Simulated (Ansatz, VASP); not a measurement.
## Zr in VASP and in Ansatz

```
CELL_PARAMETERS angstrom
3.25148 0.00000 0.00000
-1.62574 2.81586 0.00000
0.00000 0.00000 10.59591
ATOMIC_POSITIONS crystal
Zr 0.00000 0.00000 0.00000
Zr 0.00000 0.00000 0.50000
Zr 0.33333 0.66667 0.25000
Zr 0.66667 0.33333 0.75000
```

Alike in both runs: task single point; functional PBEsol; k mesh 13 × 13 × 4; occupations fermi-dirac, width 0.1 eV; no spin polarisation.

```csv
,VASP,Ansatz
version,VASP 6.6.1,Ansatz 0.2.0
potentials or method,"VASP PAW PBE potentials, release 64 (Zr_sv), cutoff 520 eV","plane waves (420 eV) with PAW, scalar-relativistic"
valence electrons in the cell,48,48
```

|  | VASP | Ansatz | Ansatz less VASP |
| --- | --- | --- | --- |
| pressure (GPa) | -6.4 | -6.4 | -0.04 |
| traceless stress, the component that is largest in VASP (GPa) | -0.44 | -0.43 | +0.002 |

VASP's potentials were made for PBE, not for PBEsol, and Ansatz warns of the same on its side. The functional is the same, so the differences come from potentials, cutoffs and numerics.
